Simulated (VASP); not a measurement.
# Al (Im-3m) in VASP: further runs, part 2 of 2

VASP 6.6.1. The steps go on from the part before.

### Step 4. Single point, PBE (volume scaled by 0.92)

INCAR reads:

```
ALGO = Normal
EDIFF = 1E-7
ENCUT = 520
GGA = PE
ISIF = 2
ISMEAR = -1
LASPH = True
LCHARG = False
LREAL = False
LWAVE = False
NBANDS = 8
NELM = 80
PREC = Accurate
SIGMA = 0.1
```

KPOINTS reads:

```
k-points
0
Gamma
  15 15 15
```

POSCAR reads:

```
Al
1.0
   -1.5744905507      1.5744905507      1.5744905507
    1.5744905507     -1.5744905507      1.5744905507
    1.5744905507      1.5744905507     -1.5744905507
Al
1
Direct
    0.0000000000      0.0000000000      0.0000000000
```

Potentials or basis: VASP PAW PBE potentials, release 64 (Al).

Command:

```
$ cat potpaw_PBE.64/Al/POTCAR > POTCAR
$ mpirun -np 1 vasp_std > vasp.out
```

OUTCAR:

```text
EDIFF = 1E-7
   ENCUT = 520
   GGA = PE
   ISIF = 2
   ISMEAR = -1
   LASPH = True
   LREAL = False
   NELM = 80
   PREC = Accurate

 ion  position               nearest neighbor table
   1  0.000  0.000  0.000-

  LATTYP: Found a body centered cubic cell.
 ALAT       =     3.1489811014

  Lattice vectors:

 A1 = (  -1.5744905507,   1.5744905507,   1.5744905507)
 A2 = (   1.5744905507,  -1.5744905507,   1.5744905507)
 A3 = (   1.5744905507,   1.5744905507,  -1.5744905507)

Analysis of symmetry for initial positions (statically):
=====================================================================
 Subroutine PRICEL returns:
 Original cell was already a primitive cell.

 Routine SETGRP: Setting up the symmetry group for a
 body centered cubic supercell.

 Subroutine GETGRP returns: Found 48 space group operations
 (whereof 48 operations were pure point group operations)
 out of a pool of 48 trial point group operations.

The static configuration has the point symmetry O_h .

Analysis of symmetry for dynamics (positions and initial velocities):
=====================================================================
 Subroutine PRICEL returns:
 Original cell was already a primitive cell.

 Routine SETGRP: Setting up the symmetry group for a
 body centered cubic supercell.

 Subroutine GETGRP returns: Found 48 space group operations
 (whereof 48 operations were pure point group operations)
 out of a pool of 48 trial point group operations.

The dynamic configuration has the point symmetry O_h .

 Subroutine INISYM returns: Found 48 space group operations
 (whereof 48 operations are pure point group operations),
 and found     1 'primitive' translations

----------------------------------------------------------------------------------------

                                     Primitive cell

  volume of cell :      15.6128

  direct lattice vectors                    reciprocal lattice vectors
    -1.574490551  1.574490551  1.574490551     0.000000000  0.317563036  0.317563036
     1.574490551 -1.574490551  1.574490551     0.317563036  0.000000000  0.317563036
     1.574490551  1.574490551 -1.574490551     0.317563036  0.317563036  0.000000000

  length of vectors
     2.727097630  2.727097630  2.727097630     0.449101953  0.449101953  0.449101953

  position of ions in fractional coordinates (direct lattice)
     0.000000000  0.000000000  0.000000000

  ion indices of the primitive-cell ions
   primitive index   ion index
                 1           1

----------------------------------------------------------------------------------------

 KPOINTS: k-points

Automatic generation of k-mesh.
 Grid dimensions read from file:
 generate k-points for:   15   15   15

 Generating k-lattice:

  Cartesian coordinates                     Fractional coordinates (reciprocal lattice)
     0.000000000  0.021170869  0.021170869     0.066666667  0.000000000  0.000000000
     0.021170869  0.000000000  0.021170869     0.000000000  0.066666667  0.000000000
     0.021170869  0.021170869  0.000000000     0.000000000  0.000000000  0.066666667

  Length of vectors
     0.029940130  0.029940130  0.029940130

  Shift w.r.t. Gamma in fractional coordinates (k-lattice)
     0.000000000  0.000000000  0.000000000

 Subroutine IBZKPT returns following result:
 ===========================================

 Found    120 irreducible k-points:

 Following reciprocal coordinates:
            Coordinates               Weight
  0.000000  0.000000  0.000000      1.000000
  0.066667  0.000000  0.000000     12.000000
  0.133333  0.000000  0.000000     12.000000
  0.200000  0.000000  0.000000     12.000000
  0.266667  0.000000  0.000000     12.000000
  0.333333  0.000000  0.000000     12.000000
[... 16 lines left out ...]
  0.333333  0.200000  0.000000     48.000000
  0.400000  0.200000  0.000000     24.000000
 [... further k-points ...]
   k-points           NKPTS =    120   k-points in BZ     NKDIM =    120   number of bands    NBANDS=      8
   number of dos      NEDOS =    301   number of ions     NIONS =      1
   total plane-waves  NPLWV =   8000
   dimension x,y,z NGX =    20 NGY =   20 NGZ =   20
   dimension x,y,z NGXF=    40 NGYF=   40 NGZF=   40
   ions per type =               1
   NGX,Y,Z   is equivalent  to a cutoff of  12.19, 12.19, 12.19 a.u.
   NGXF,Y,Z  is equivalent  to a cutoff of  24.38, 24.38, 24.38 a.u.
 SYSTEM =  unknown system
   PREC   = accura    normal or accurate (medium, high low for compatibility)
   ISTART =      0    job   : 0-new  1-cont  2-samecut
   ICHARG =      2    charge: 1-file 2-atom 10-const
   ISPIN  =      1    spin polarized calculation?
   LNONCOLLINEAR =      F non collinear calculations
   LSORBIT =      F    spin-orbit coupling
   LASPH  =      T    aspherical Exc in radial PAW
   ENCUT  =  520.0 eV  38.22 Ry    6.18 a.u.   5.07  5.07  5.07*2*pi/ulx,y,z
   NELM   =     80;   NELMIN=  2; NELMDL= -5     # of ELM steps
   EDIFF  = 0.1E-06   stopping-criterion for ELM
   LREAL  =      F    real-space projection
   EDIFFG = 0.1E-05   stopping-criterion for IOM
   NSW    =      0    number of steps for IOM
   IBRION =     -1    ionic relax: 0-MD 1-quasi-New 2-CG
   NFREE  =      0    steps in history (QN), initial steepest desc. (CG)
   ISIF   =      2    stress and relaxation
   ISYM   =      2    0-nonsym 1-usesym 2-fastsym
   POTIM  = 0.5000    time-step for ionic-motion
   TEBEG  =    0.0;   TEEND  =   0.0 temperature during run
   PSTRESS=    0.0 pullay stress
   NELECT =       3.0000    total number of electrons
   NUPDOWN=      -1.0000    fix difference up-down
   EMIN   =  10.00;   EMAX   =-10.00  energy-range for DOS
   EFERMI =   0.00;   METHOD = LEGACY
   ISMEAR =    -1;   SIGMA  =   0.10  broadening in eV -4-tet -1-fermi 0-gaus
   EFERMI_NEDOS =   21; number of points for ismear=-14 and -15
   IALGO  =     38    algorithm
   IMIX   =      4    mixing-type and parameters
     AMIX     =   0.40;   BMIX     =  1.00
     AMIX_MAG =   1.60;   BMIX_MAG =  1.00
  volume/ion in A,a.u.               =      15.61       105.36
  Fermi-wavevector in a.u.,A,eV,Ry     =   0.944688  1.785202 12.142328  0.892436
  Thomas-Fermi vector in A             =   2.072517
   LORBIT       =      0    0 simple, 1 ext, 2 COOP (PROOUT), +10 PAW based schemes
   GGA     = PE    functional components
   LHFCALC =     F    Hartree Fock is set to
   AEXX    =    0.0000 exact exchange contribution
   IVDW    =     0    specifies the selected vdW correction
   LEPSILON=     F    determine dielectric tensor
   LRPA    =     F    only Hartree local field effects (RPA)
 non-spin polarized calculation
  energy-cutoff  :      520.00
  volume of cell :       15.61
 maximum number of plane-waves:       432
   NGX = 11   NGY = 11   NGZ = 11

 number of electron       3.0000000 magnetization

 Free energy of the ion-electron system (eV)
  ---------------------------------------------------
  ext. energy  EPLUGINS =         0.00000000
  ---------------------------------------------------
  free energy    TOTEN  =        -3.63293218 eV

  energy without entropy =       -3.61962561  energy(sigma->0) =       -3.62627890

 E-fermi :   8.6003     XC(G=0): -10.4032

 val. band max:        8.5762416635   @ k =  -0.4000   0.4000   0.2000
 cond. band min:       8.6933196970   @ k =   0.2667   0.2667   0.0667
 fundamental gap:      0.1170780335
 Fermi energy:         8.6003300940

 k-point     1 :       0.0000    0.0000    0.0000
  band No.  band energies     occupation
      1      -2.9282      2.00000
      2      22.2041      0.00000
      3      22.2041      0.00000
      4      22.2041      0.00000
      5      24.1297      0.00000
      6      24.1297      0.00000
      7      24.1297      0.00000
      8      25.3481      0.00000
[... 243 lines left out ...]
 k-point    24 :       0.4000    0.2000    0.0000
  band No.  band energies     occupation
      1       4.8902      2.00000
      2       5.5266      2.00000
      3      10.8665      0.00000
      4      16.3515      0.00000
      5      22.0451      0.00000
      6      25.9214      0.00000
      7      26.9312      0.00000
      8      29.3353      0.00000

 [... further k-points ...]

------------------------ aborting loop because EDIFF is reached ----------------------------------------

  FORCE on cell =-STRESS in cart. coord.  units (eV):
  Direction    XX          YY          ZZ          XY          YZ          ZX
  --------------------------------------------------------------------------------------
  -------------------------------------------------------------------------------------
  Total        0.6447398      0.6447398      0.6447398      0.0000000      0.0000000      0.0000000
  in kB       66.1629535     66.1629535     66.1629535      0.0000000      0.0000000      0.0000000
  external PRESSURE =      66.1629535 kB  Pullay stress =       0.0000000 kB

 VOLUME and BASIS-vectors are now :
 -----------------------------------------------------------------------------
  energy-cutoff  :      520.00
  volume of cell :       15.61
      direct lattice vectors                 reciprocal lattice vectors
    -1.574490551  1.574490551  1.574490551     0.000000000  0.317563036  0.317563036
     1.574490551 -1.574490551  1.574490551     0.317563036  0.000000000  0.317563036
     1.574490551  1.574490551 -1.574490551     0.317563036  0.317563036  0.000000000

 POSITION                                       TOTAL-FORCE (eV/Angst)
 -----------------------------------------------------------------------------------
      0.00000      0.00000      0.00000        -0.000000      0.000000     -0.000000
 -----------------------------------------------------------------------------------
    total drift:                                0.000000      0.000000      0.000000

  FREE ENERGIE OF THE ION-ELECTRON SYSTEM (eV)
  ---------------------------------------------------
  free  energy   TOTEN  =        -3.6329321841 eV

  energy  without entropy=       -3.6196256075  energy(sigma->0) =       -3.62627890
```

stdout:

```text
POSCAR found type information on POSCAR Al
 POSCAR found :  1 types and       1 ions
 scaLAPACK will be used
 LDA part: xc-table for (Slater+PW92), standard interpolation
 POSCAR, INCAR and KPOINTS ok, starting setup
 FFT: planning ... GRIDC
 FFT: planning ... GRID_SOFT
 FFT: planning ... GRID
 WAVECAR not read
 entering main loop
```

Run time: 8.6 s. Hardware: 1 thread of Intel Xeon Platinum 8488C (Sapphire Rapids), shared host; peak memory 0.12 GiB.

Results:

```
Free energy : -3.6329 eV
Pressure    : 6.6 GPa
```

Levels at points of the mesh, in eV from the Fermi level:
```csv
k point,band 1,band 2,band 3,band 4,band 5,band 6
"(0.00, 0.00, 0.00)",-11.53,13.60,13.60,13.60,15.53,15.53
```

### Step 5. Single point, PBE (volume scaled by 0.96)

INCAR reads:

```
PREC = Accurate
ENCUT = 520
EDIFF = 1E-6
ISMEAR = -1
SIGMA = 0.1
LREAL = F
LASPH = T
NELM = 60
ALGO = Normal
ISIF = 2
LWAVE = F
LCHARG = F
GGA = PE
NBANDS = 8
```

KPOINTS reads:

```
Automatic mesh
0
Gamma
  15 15 15
```

POSCAR reads:

```
Al
1.0
   -1.5969863121      1.5969863121      1.5969863121
    1.5969863121     -1.5969863121      1.5969863121
    1.5969863121      1.5969863121     -1.5969863121
Al
1
Direct
    0.0000000000      0.0000000000      0.0000000000
```

Command:

```
$ cat potpaw_PBE.64/Al/POTCAR > POTCAR
$ mpirun -np 1 vasp_std > vasp.out
```

Run time: 6.4 s. Hardware: 1 thread of Intel Xeon Platinum 8488C (Sapphire Rapids), shared host; peak memory 0.13 GiB.

The run converged. Its results:

```
Free energy : -3.6527 eV
Pressure    : 2.8 GPa
```

Levels at points of the mesh, in eV from the Fermi level:
```
           k point  band 1  band 2  band 3  band 4  band 5
(0.00, 0.00, 0.00)  -11.22   13.35   13.35   13.35   14.89
```

### Step 6. Single point, PBE

INCAR reads:

```
ALGO = Normal
EDIFF = 1E-7
ENCUT = 520
GGA = PE
ISIF = 2
ISMEAR = -1
LASPH = True
LCHARG = True
LELF = True
LREAL = False
LVHAR = True
LWAVE = False
NBANDS = 8
NELM = 60
PREC = Accurate
SIGMA = 0.1
```

KPOINTS reads:

```
k-points
0
Gamma
  15 15 15
```

POSCAR reads:

```
Al
1.0
   -1.6188655558      1.6188655558      1.6188655558
    1.6188655558     -1.6188655558      1.6188655558
    1.6188655558      1.6188655558     -1.6188655558
Al
1
Direct
    0.0000000000      0.0000000000      0.0000000000
```

Potentials or basis: VASP PAW PBE potentials, release 64 (Al).

Command:

```
$ cat potpaw_PBE.64/Al/POTCAR > POTCAR
$ mpirun -np 1 vasp_std > vasp.out
```

OUTCAR:

```text
EDIFF = 1E-7
   ENCUT = 520
   GGA = PE
   ISIF = 2
   ISMEAR = -1
   LASPH = True
   LREAL = False
   NELM = 60
   PREC = Accurate

 ion  position               nearest neighbor table
   1  0.000  0.000  0.000-

  LATTYP: Found a body centered cubic cell.
 ALAT       =     3.2377311116

  Lattice vectors:

 A1 = (  -1.6188655558,   1.6188655558,   1.6188655558)
 A2 = (   1.6188655558,  -1.6188655558,   1.6188655558)
 A3 = (   1.6188655558,   1.6188655558,  -1.6188655558)
[... 441 lines left out ...]
      7      25.2419      0.00000
      8      27.2777      0.00000

 [... further k-points ...]

------------------------ aborting loop because EDIFF is reached ----------------------------------------

  FORCE on cell =-STRESS in cart. coord.  units (eV):
  Direction    XX          YY          ZZ          XY          YZ          ZX
  --------------------------------------------------------------------------------------
  -------------------------------------------------------------------------------------
  Total       -0.0203193     -0.0203193     -0.0203193     -0.0000000      0.0000000     -0.0000000
  in kB       -1.9183441     -1.9183441     -1.9183441     -0.0000000      0.0000000     -0.0000000
  external PRESSURE =      -1.9183441 kB  Pullay stress =       0.0000000 kB

 VOLUME and BASIS-vectors are now :
 -----------------------------------------------------------------------------
  energy-cutoff  :      520.00
  volume of cell :       16.97
      direct lattice vectors                 reciprocal lattice vectors
    -1.618865556  1.618865556  1.618865556     0.000000000  0.308858261  0.308858261
     1.618865556 -1.618865556  1.618865556     0.308858261  0.000000000  0.308858261
     1.618865556  1.618865556 -1.618865556     0.308858261  0.308858261  0.000000000

 POSITION                                       TOTAL-FORCE (eV/Angst)
 -----------------------------------------------------------------------------------
      0.00000      0.00000      0.00000         0.000000     -0.000000      0.000000
 -----------------------------------------------------------------------------------
    total drift:                                0.000000      0.000000     -0.000000

  FREE ENERGIE OF THE ION-ELECTRON SYSTEM (eV)
  ---------------------------------------------------
  free  energy   TOTEN  =        -3.6580874055 eV

  energy  without entropy=       -3.6437010127  energy(sigma->0) =       -3.65089421
```

OSZICAR:

```text
N       E                     dE             d eps       ncg     rms          rms(c)
DAV:   1    -0.231381871994E+01   -0.23138E+01   -0.83675E+02  1936   0.203E+02
DAV:   2    -0.367495919340E+01   -0.13611E+01   -0.13391E+01  2632   0.188E+01
DAV:   3    -0.368177625196E+01   -0.68171E-02   -0.68146E-02  2392   0.144E+00
DAV:   4    -0.368179505702E+01   -0.18805E-04   -0.18805E-04  2816   0.718E-02
DAV:   5    -0.368179512338E+01   -0.66369E-07   -0.65619E-07  2392   0.278E-03    0.120E+00
DAV:   6    -0.366781641915E+01    0.13979E-01   -0.20730E-03  2096   0.206E-01    0.693E-01
DAV:   7    -0.365809607659E+01    0.97203E-02   -0.61267E-03  2120   0.333E-01    0.135E-01
DAV:   8    -0.365808895812E+01    0.71185E-05   -0.21321E-05  2608   0.317E-02    0.553E-03
DAV:   9    -0.365808794503E+01    0.10131E-05   -0.86651E-07  2400   0.388E-03    0.879E-04
DAV:  10    -0.365808743221E+01    0.51282E-06   -0.69776E-09  2408   0.512E-04    0.149E-04
DAV:  11    -0.365808740551E+01    0.26700E-07   -0.22261E-10  1184   0.785E-05
   1 F= -.36580874E+01 E0= -.36508942E+01  d E =-.143864E-01
```

It took 8.1 s on 1 thread of Intel Xeon Platinum 8488C (Sapphire Rapids), shared host; peak memory 0.14 GiB.

Results:

| Property | Result |
| --- | --- |
| Free energy | -3.6581 eV |
| Pressure | -0.2 GPa |

### Step 7. Summary

```tsv
cell	k mesh	gap on the mesh (eV)	pressure (GPa)
a = 2.804 Å, angles 109.5°, 1 atom	14 × 14 × 14	none	-0.1
a = 2.687 Å, angles 109.5°, 1 atom	15 × 15 × 15	none	11.3
a = 2.727 Å, angles 109.5°, 1 atom	15 × 15 × 15	none	6.6
a = 2.766 Å, angles 109.5°, 1 atom	15 × 15 × 15	none	2.8
a = 2.804 Å, angles 109.5°, 1 atom	15 × 15 × 15	none	-0.2
```

Alike in all rows: task single point; level PBE; potentials or basis VASP PAW PBE potentials, release 64 (Al); no spin polarisation; cutoff (eV) 520; smearing fermi-dirac 0.1 eV.

Absolute energies hang on the potentials; compare differences alone.
